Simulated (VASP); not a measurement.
# C in VASP: further runs

Runs on C. Level: PBE. Tasks: single point.

All numbers are computed with VASP 6.6.1; they aren't measurements. Logs are shortened: lines on timing, memory, paths and dates and some standing lists are left out, and cuts for length are marked.

**1. The cell of the first run**

The cell holds a slab with vacuum, 8 atoms: a = 2.467 Å, b = 2.467 Å, c = 30.430 Å, α = 90.00°, β = 90.00°, γ = 120.00°.

**2. Single point, PBE**

The input, INCAR:

```
SYSTEM = C
  ALGO = Normal
  DIPOL = 0.5 0.5 0.500
  EDIFF = 1E-7
  ENCUT = 520
  GGA = PE
  IDIPOL = 3
  ISIF = 2
  ISMEAR = 0
  LASPH = .True.
  LCHARG = .True.
  LDIPOL = .True.
  LELF = .True.
  LREAL = .False.
  LVACPOTAV = .True.
  LVHAR = .True.
  LWAVE = .False.
  NBANDS = 26
  NELM = 80
  PREC = Accurate
  SIGMA = 0.1
```

The input, KPOINTS:

```
k-points
0
Gamma
  15 15 1
  0 0 0
```

The input, POSCAR:

```
C
1.0
    2.4665844389      0.0000000000      0.0000000000
   -1.2332922194      2.1361247846      0.0000000000
    0.0000000000      0.0000000000     30.4299040842
C
8
Direct
    0.6666666667      0.3333333333      0.2464697152
    0.0000000000      0.0000000000      0.2464680789
    0.6666666667      0.3333333333      0.3902214538
    0.3333333333      0.6666666667      0.3902230902
    0.3333333333      0.6666666667      0.6097785462
    0.6666666667      0.3333333333      0.6097769098
    0.3333333333      0.6666666667      0.7535302848
    0.0000000000      0.0000000000      0.7535319211
```

Potentials or basis: VASP PAW PBE potentials, release 64 (C).

Launch:

```sh
> cat potpaw_PBE.64/C/POTCAR > POTCAR
> mpirun -np 1 vasp_std > vasp.out
```

OUTCAR:

```text
SYSTEM = C
   EDIFF = 1E-7
   ENCUT = 520
   GGA = PE
   ISIF = 2
   ISMEAR = 0
   LASPH = .True.
   LREAL = .False.
   NELM = 80
   PREC = Accurate

 ion  position               nearest neighbor table
   1  0.667  0.333  0.246-   2 1.42   2 1.42   2 1.42
   2  0.000  0.000  0.246-   1 1.42   1 1.42   1 1.42
   3  0.667  0.333  0.390-   4 1.42   4 1.42   4 1.42
   4  0.333  0.667  0.390-   3 1.42   3 1.42   3 1.42
   5  0.333  0.667  0.610-   6 1.42   6 1.42   6 1.42
   6  0.667  0.333  0.610-   5 1.42   5 1.42   5 1.42
   7  0.333  0.667  0.754-   8 1.42   8 1.42   8 1.42
   8  0.000  0.000  0.754-   7 1.42   7 1.42   7 1.42

  LATTYP: Found a hexagonal cell.
 ALAT       =     2.4665844389
 C/A-ratio  =    12.3368588581

  Lattice vectors:

 A1 = (   2.4665844389,   0.0000000000,   0.0000000000)
 A2 = (  -1.2332922194,   2.1361247846,   0.0000000000)
 A3 = (   0.0000000000,   0.0000000000,  30.4299040842)

Analysis of symmetry for initial positions (statically):
=====================================================================
 Subroutine PRICEL returns:
 Original cell was already a primitive cell.

 Routine SETGRP: Setting up the symmetry group for a
 hexagonal supercell.

 Subroutine GETGRP returns: Found 12 space group operations
 (whereof 12 operations were pure point group operations)
 out of a pool of 24 trial point group operations.

The static configuration has the point symmetry D_3d.

Analysis of symmetry for dynamics (positions and initial velocities):
=====================================================================
 Subroutine PRICEL returns:
 Original cell was already a primitive cell.

 Routine SETGRP: Setting up the symmetry group for a
 hexagonal supercell.

 Subroutine GETGRP returns: Found 12 space group operations
 (whereof 12 operations were pure point group operations)
 out of a pool of 24 trial point group operations.

The dynamic configuration has the point symmetry D_3d.

 Subroutine INISYM returns: Found 12 space group operations
 (whereof 12 operations are pure point group operations),
 and found     1 'primitive' translations

----------------------------------------------------------------------------------------

                                     Primitive cell

  volume of cell :     160.3331

  direct lattice vectors                    reciprocal lattice vectors
     2.466584439  0.000000000  0.000000000     0.405418920  0.234068723  0.000000000
    -1.233292219  2.136124785  0.000000000     0.000000000  0.468137446  0.000000000
     0.000000000  0.000000000 30.429904084     0.000000000  0.000000000  0.032862411

  length of vectors
     2.466584439  2.466584439 30.429904084     0.468137446  0.468137446  0.032862411

  position of ions in fractional coordinates (direct lattice)
     0.666666667  0.333333333  0.246469715
     0.000000000  0.000000000  0.246468079
     0.666666667  0.333333333  0.390221454
     0.333333333  0.666666667  0.390223090
     0.333333333  0.666666667  0.609778546
     0.666666667  0.333333333  0.609776910
     0.333333333  0.666666667  0.753530285
     0.000000000  0.000000000  0.753531921

  ion indices of the primitive-cell ions
   primitive index   ion index
                 1           1
                 2           2
                 3           3
                 4           4
                 5           5
                 6           6
                 7           7
                 8           8

----------------------------------------------------------------------------------------

 KPOINTS: k-points

Automatic generation of k-mesh.
 Grid dimensions read from file:
 generate k-points for:   15   15    1

 Generating k-lattice:

  Cartesian coordinates                     Fractional coordinates (reciprocal lattice)
     0.027027928  0.015604582  0.000000000     0.066666667  0.000000000  0.000000000
     0.000000000  0.031209163  0.000000000     0.000000000  0.066666667  0.000000000
     0.000000000  0.000000000  0.032862411     0.000000000  0.000000000  1.000000000

  Length of vectors
     0.031209163  0.031209163  0.032862411

  Shift w.r.t. Gamma in fractional coordinates (k-lattice)
     0.000000000  0.000000000  0.000000000

 Subroutine IBZKPT returns following result:
 ===========================================

 Found     27 irreducible k-points:

 Following reciprocal coordinates:
            Coordinates               Weight
  0.000000  0.000000  0.000000      1.000000
  0.066667 -0.000000  0.000000      6.000000
  0.133333  0.000000  0.000000      6.000000
  0.200000 -0.000000  0.000000      6.000000
  0.266667  0.000000  0.000000      6.000000
  0.333333  0.000000  0.000000      6.000000
[... 16 lines left out ...]
  0.333333  0.200000  0.000000     12.000000
  0.400000  0.200000  0.000000      6.000000
 [... further k-points ...]
   k-points           NKPTS =     27   k-points in BZ     NKDIM =     27   number of bands    NBANDS=     26
   number of dos      NEDOS =    301   number of ions     NIONS =      8
   total plane-waves  NPLWV =  77760
   dimension x,y,z NGX =    18 NGY =   18 NGZ =  240
   dimension x,y,z NGXF=    36 NGYF=   36 NGZF=  480
   ions per type =               8
   NGX,Y,Z   is equivalent  to a cutoff of  12.13, 12.13, 13.11 a.u.
   NGXF,Y,Z  is equivalent  to a cutoff of  24.26, 24.26, 26.22 a.u.
 SYSTEM =  C
   PREC   = accura    normal or accurate (medium, high low for compatibility)
   ISTART =      0    job   : 0-new  1-cont  2-samecut
   ICHARG =      2    charge: 1-file 2-atom 10-const
   ISPIN  =      1    spin polarized calculation?
   LNONCOLLINEAR =      F non collinear calculations
   LSORBIT =      F    spin-orbit coupling
   LASPH  =      T    aspherical Exc in radial PAW
   ENCUT  =  520.0 eV  38.22 Ry    6.18 a.u.   4.59  4.59 56.58*2*pi/ulx,y,z
   NELM   =     80;   NELMIN=  2; NELMDL= -5     # of ELM steps
   EDIFF  = 0.1E-06   stopping-criterion for ELM
   LREAL  =      F    real-space projection
   EDIFFG = 0.1E-05   stopping-criterion for IOM
   NSW    =      0    number of steps for IOM
   IBRION =     -1    ionic relax: 0-MD 1-quasi-New 2-CG
   NFREE  =      0    steps in history (QN), initial steepest desc. (CG)
   ISIF   =      2    stress and relaxation
   ISYM   =      2    0-nonsym 1-usesym 2-fastsym
   POTIM  = 0.5000    time-step for ionic-motion
   TEBEG  =    0.0;   TEEND  =   0.0 temperature during run
   PSTRESS=    0.0 pullay stress
   NELECT =      32.0000    total number of electrons
   NUPDOWN=      -1.0000    fix difference up-down
   EMIN   =  10.00;   EMAX   =-10.00  energy-range for DOS
   EFERMI =   0.00;   METHOD = LEGACY
   ISMEAR =     0;   SIGMA  =   0.10  broadening in eV -4-tet -1-fermi 0-gaus
   EFERMI_NEDOS =   21; number of points for ismear=-14 and -15
   IALGO  =     38    algorithm
   IMIX   =      4    mixing-type and parameters
     AMIX     =   0.40;   BMIX     =  1.00
     AMIX_MAG =   1.60;   BMIX_MAG =  1.00
  volume/ion in A,a.u.               =      20.04       135.25
  Fermi-wavevector in a.u.,A,eV,Ry     =   0.956718  1.807934 12.453529  0.915309
  Thomas-Fermi vector in A             =   2.085671
   LORBIT       =      0    0 simple, 1 ext, 2 COOP (PROOUT), +10 PAW based schemes
   GGA     = PE    functional components
   LHFCALC =     F    Hartree Fock is set to
   AEXX    =    0.0000 exact exchange contribution
   IVDW    =     0    specifies the selected vdW correction
   LEPSILON=     F    determine dielectric tensor
   LRPA    =     F    only Hartree local field effects (RPA)
 non-spin polarized calculation
 Gauss-broadening in eV      SIGMA  =   0.10
  energy-cutoff  :      520.00
  volume of cell :      160.33
 maximum number of plane-waves:      4370
   NGX =  9   NGY =  9   NGZ =113

 number of electron      31.9999989 magnetization

 dipolmoment           0.000000      0.000000      0.000000 electrons x Angstroem

 Free energy of the ion-electron system (eV)
  ---------------------------------------------------
  ext. energy  EPLUGINS =         0.00000000
  ---------------------------------------------------
  free energy    TOTEN  =       -73.80073593 eV

  energy without entropy =      -73.79722968  energy(sigma->0) =      -73.79898280

 E-fermi :  -0.3009     XC(G=0):  -5.2373

 val. band max:       -0.3010351882   @ k =   0.3333   0.3333   0.0000
 cond. band min:      -0.2469229191   @ k =   0.3333   0.3333   0.0000
 fundamental gap:      0.0541122691
 Fermi energy:        -0.3009459603

 k-point     1 :       0.0000    0.0000    0.0000
  band No.  band energies     occupation
      1     -19.8237      2.00000
      2     -19.8236      2.00000
      3     -19.8099      2.00000
      4     -19.8098      2.00000
      5      -8.0149      2.00000
      6      -8.0127      2.00000
[... 18 lines left out ...]
     25       7.5107      0.00000
     26       8.0009      0.00000

 k-point     2 :       0.0667   -0.0000    0.0000
  band No.  band energies     occupation
      1     -19.7187      2.00000
      2     -19.7186      2.00000
      3     -19.7050      2.00000
      4     -19.7049      2.00000
      5      -7.8890      2.00000
      6      -7.8868      2.00000
[... 18 lines left out ...]
     25       7.6432      0.00000
     26       8.0537      0.00000

 k-point     3 :       0.1333    0.0000    0.0000
  band No.  band energies     occupation
      1     -19.4043      2.00000
      2     -19.4042      2.00000
      3     -19.3909      2.00000
      4     -19.3909      2.00000
      5      -7.5133      2.00000
      6      -7.5112      2.00000
[... 572 lines left out ...]
 k-point    23 :       0.3333    0.2000    0.0000
  band No.  band energies     occupation
      1     -14.9011      2.00000
      2     -14.9011      2.00000
      3     -14.8928      2.00000
      4     -14.8927      2.00000
      5     -11.9493      2.00000
      6     -11.9493      2.00000
[... 18 lines left out ...]
     25      10.4047      0.00000
     26      10.6122      0.00000

 k-point    24 :       0.4000    0.2000    0.0000
  band No.  band energies     occupation
      1     -13.9741      2.00000
      2     -13.9741      2.00000
      3     -13.9700      2.00000
      4     -13.9700      2.00000
      5     -12.9820      2.00000
      6     -12.9820      2.00000
[... 18 lines left out ...]
     25      10.7907      0.00000
     26      10.8401      0.00000

 [... further k-points ...]

------------------------ aborting loop because EDIFF is reached ----------------------------------------

  FORCE on cell =-STRESS in cart. coord.  units (eV):
  Direction    XX          YY          ZZ          XY          YZ          ZX
  --------------------------------------------------------------------------------------
  -------------------------------------------------------------------------------------
  Total        0.3045438      0.3045438     -0.0466310      0.0000000     -0.0000000      0.0000000
  in kB        3.0432471      3.0432471     -0.4659741      0.0000000     -0.0000000      0.0000000
  external PRESSURE =       1.8735067 kB  Pullay stress =       0.0000000 kB

 VOLUME and BASIS-vectors are now :
 -----------------------------------------------------------------------------
  energy-cutoff  :      520.00
  volume of cell :      160.33
      direct lattice vectors                 reciprocal lattice vectors
     2.466584439  0.000000000  0.000000000     0.405418920  0.234068723  0.000000000
    -1.233292219  2.136124785  0.000000000     0.000000000  0.468137446  0.000000000
     0.000000000  0.000000000 30.429904084     0.000000000  0.000000000  0.032862411

 POSITION                                       TOTAL-FORCE (eV/Angst)
 -----------------------------------------------------------------------------------
      1.23329      0.71204      7.50005        -0.000000      0.000000      0.000175
      0.00000      0.00000      7.50000        -0.000000      0.000000      0.000242
      1.23329      0.71204     11.87440         0.000000      0.000000     -0.000200
     -0.00000      1.42408     11.87445        -0.000000     -0.000000     -0.000263
     -0.00000      1.42408     18.55550        -0.000000     -0.000000      0.000200
      1.23329      0.71204     18.55545        -0.000000      0.000000      0.000263
     -0.00000      1.42408     22.92985         0.000000     -0.000000     -0.000175
      0.00000      0.00000     22.92990         0.000000     -0.000000     -0.000242
 -----------------------------------------------------------------------------------
    total drift:                               -0.000000      0.000000      0.000000

  FREE ENERGIE OF THE ION-ELECTRON SYSTEM (eV)
  ---------------------------------------------------
  free  energy   TOTEN  =       -73.8007359258 eV

  energy  without entropy=      -73.7972296773  energy(sigma->0) =      -73.79898280

 vacuum level on the upper side and lower side of the slab         3.947         3.947
```

It took 77 s on 1 thread of Intel Xeon 6975P-C (Granite Rapids), shared host; peak memory 0.29 GiB.

Results:

- Free energy: -73.8007 eV
- Band gap on the k mesh: zero (filled and empty bands touch)

**3. Single point, PBE**

The input, INCAR:

```
PREC = Accurate ; ENCUT = 520
EDIFF = 1E-6 ; ISMEAR = 0
SIGMA = 0.1 ; LREAL = False
LASPH = True ; NELM = 80
ALGO = Normal ; ISIF = 2
LWAVE = False ; LCHARG = False
LDIPOL = True ; IDIPOL = 3
DIPOL = 0.5 0.5 0.500 ; GGA = PE
NBANDS = 26
```

The input, KPOINTS:

```
regular mesh
0
Gamma
  15 15 1
```

POSCAR is that of step 2.

Potentials or basis: VASP PAW PBE potentials, release 64 (C).

Launch:

```sh
> cat potpaw_PBE.64/C/POTCAR > POTCAR
> mpirun -np 1 vasp_std > vasp.out
```

OUTCAR:

```text
PREC = Accurate
   ENCUT = 520
   EDIFF = 1E-6
   ISMEAR = 0
   LREAL = False
   LASPH = True
   NELM = 80
   ISIF = 2
   GGA = PE

 ion  position               nearest neighbor table
   1  0.667  0.333  0.246-   2 1.42   2 1.42   2 1.42
   2  0.000  0.000  0.246-   1 1.42   1 1.42   1 1.42
   3  0.667  0.333  0.390-   4 1.42   4 1.42   4 1.42
   4  0.333  0.667  0.390-   3 1.42   3 1.42   3 1.42
   5  0.333  0.667  0.610-   6 1.42   6 1.42   6 1.42
   6  0.667  0.333  0.610-   5 1.42   5 1.42   5 1.42
   7  0.333  0.667  0.754-   8 1.42   8 1.42   8 1.42
   8  0.000  0.000  0.754-   7 1.42   7 1.42   7 1.42

  LATTYP: Found a hexagonal cell.
 ALAT       =     2.4665844389
 C/A-ratio  =    12.3368588581

  Lattice vectors:

 A1 = (   2.4665844389,   0.0000000000,   0.0000000000)
 A2 = (  -1.2332922194,   2.1361247846,   0.0000000000)
 A3 = (   0.0000000000,   0.0000000000,  30.4299040842)

Analysis of symmetry for initial positions (statically):
=====================================================================
 Subroutine PRICEL returns:
 Original cell was already a primitive cell.

[... 883 lines left out ...]
     25      10.7908      0.00000
     26      10.8406      0.00000

 [... further k-points ...]

------------------------ aborting loop because EDIFF is reached ----------------------------------------

 vacuum level on the upper side and lower side of the slab       (xc-potential included)        -0.009        -0.009

  FORCE on cell =-STRESS in cart. coord.  units (eV):
  Direction    XX          YY          ZZ          XY          YZ          ZX
  --------------------------------------------------------------------------------------
  -------------------------------------------------------------------------------------
  Total        0.3045620      0.3045620     -0.0464811      0.0000000      0.0000000     -0.0000000
  in kB        3.0434282      3.0434282     -0.4644769      0.0000000      0.0000000     -0.0000000
  external PRESSURE =       1.8741265 kB  Pullay stress =       0.0000000 kB

 VOLUME and BASIS-vectors are now :
 -----------------------------------------------------------------------------
  energy-cutoff  :      520.00
  volume of cell :      160.33
      direct lattice vectors                 reciprocal lattice vectors
     2.466584439  0.000000000  0.000000000     0.405418920  0.234068723  0.000000000
    -1.233292219  2.136124785  0.000000000     0.000000000  0.468137446  0.000000000
     0.000000000  0.000000000 30.429904084     0.000000000  0.000000000  0.032862411

 POSITION                                       TOTAL-FORCE (eV/Angst)
 -----------------------------------------------------------------------------------
      1.23329      0.71204      7.50005         0.000000     -0.000000      0.000167
      0.00000      0.00000      7.50000         0.000000      0.000000      0.000235
      1.23329      0.71204     11.87440        -0.000000      0.000000     -0.000202
     -0.00000      1.42408     11.87445        -0.000000      0.000000     -0.000265
     -0.00000      1.42408     18.55550         0.000000      0.000000      0.000202
      1.23329      0.71204     18.55545         0.000000     -0.000000      0.000265
     -0.00000      1.42408     22.92985        -0.000000      0.000000     -0.000167
      0.00000      0.00000     22.92990        -0.000000     -0.000000     -0.000235
 -----------------------------------------------------------------------------------
    total drift:                               -0.000000      0.000000      0.000000

  FREE ENERGIE OF THE ION-ELECTRON SYSTEM (eV)
  ---------------------------------------------------
  free  energy   TOTEN  =       -73.8007358908 eV

  energy  without entropy=      -73.7972296421  energy(sigma->0) =      -73.79898277

 vacuum level on the upper side and lower side of the slab         3.938         3.938
```

stdout:

```text
POSCAR found type information on POSCAR C
 POSCAR found :  1 types and       8 ions
 scaLAPACK will be used
 LDA part: xc-table for (Slater+PW92), standard interpolation
 POSCAR, INCAR and KPOINTS ok, starting setup
 FFT: planning ... GRIDC
 FFT: planning ... GRID_SOFT
 FFT: planning ... GRID
 WAVECAR not read
 entering main loop
```

Run time: 79 s. Hardware: 1 thread of Intel Xeon 6975P-C (Granite Rapids), shared host; peak memory 0.29 GiB.

What came out:

- Free energy: -73.8007 eV
- Band gap on the k mesh: zero (filled and empty bands touch)

The gap in the log of VASP goes by the Fermi energy; the results here count the filled bands.